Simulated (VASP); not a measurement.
**Zr: single point with PBE**

Zr:

```
CELL_PARAMETERS angstrom
-2.66838 2.66838 1.47740
2.66838 -2.66838 1.47740
2.66838 2.66838 -1.47740
ATOMIC_POSITIONS crystal
Zr 0.62500 0.87500 0.75000
Zr 0.37500 0.12500 0.25000
```

```json
{"Program": "VASP 6.6.1", "Task": "single point", "Functional": "PBE", "Potentials or basis": "VASP PAW PBE potentials, release 64 (Zr_sv)", "Cutoff": "520 eV", "k mesh": "15 × 15 × 15", "Occupations": "fermi-dirac, width 0.05 eV", "Spin": "no spin polarisation", "Dipole correction": "no", "Further INCAR settings": "ALGO = Normal; EDIFF = 1e-07; NBANDS = 19"}
```

The pressure is 11.1 GPa. The band gap on the k mesh is zero (bands 12 and 13 overlap by 0.90 eV).

Levels at points of the mesh, in eV from the Fermi level:
```
           k point  band 10  band 11  band 12  band 13  band 14  band 15
(0.00, 0.00, 0.00)    -3.41    -1.32    -0.81     0.07     3.47     3.47
```

It took 96 s on 1 thread of Intel(R) Xeon(R) 6975P-C (Granite Rapids), on a shared host, peak memory 0.3 GiB.

Caveat: the cell stands under pressure.
